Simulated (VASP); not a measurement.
Here is a VASP 6.6.1 calculation.

File INCAR:

```
PREC = Accurate
ENCUT = 520
EDIFF = 1E-7
ISMEAR = -1
SIGMA = 0.05
LREAL = F
LASPH = T
NELM = 150
ALGO = Normal
ISIF = 2
LWAVE = F
LCHARG = T
ISPIN = 2
MAGMOM = 2 0
LORBIT = 11
LMAXMIX = 4
GGA = PS
IVDW = 13
LELF = T
LVHAR = T
NBANDS = 18
```

KPOINTS

```
regular mesh
0
Gamma
  11 11 11
```

POSCAR

```
CoO
1.0
    0.0000000000      2.1595492692      2.1595492692
    2.1595492692      0.0000000000      2.1595492692
    2.1595492692      2.1595492692      0.0000000000
Co O
1 1
Direct
    0.0000000000      0.0000000000      0.0000000000
    0.5000000000      0.5000000000      0.5000000000
```

Potentials or basis: VASP PAW PBE potentials, release 64 (Co, O).

The run is started by

```console
$ cat potpaw_PBE.64/Co/POTCAR potpaw_PBE.64/O/POTCAR > POTCAR
$ mpirun -np 1 vasp_std > vasp.out
```

Question: What does it give for the band gap on the k mesh?

Answer: Zero (filled and empty bands overlap).

Question: Estimate the dispersion energy per atom.

Answer: -0.153 eV.

Question: Predict the net moment.

Answer: 2.98 μB per cell.

Caveat: a cell with one magnetic atom can't hold antiferromagnetic order, which such compounds often take; semilocal functionals often make such compounds metallic where correlation or magnetic order opens a gap, which also shifts bond lengths. With open d or f shells a metallic result of PBEsol can be an artefact of self-interaction; +U or a hybrid may open a gap.
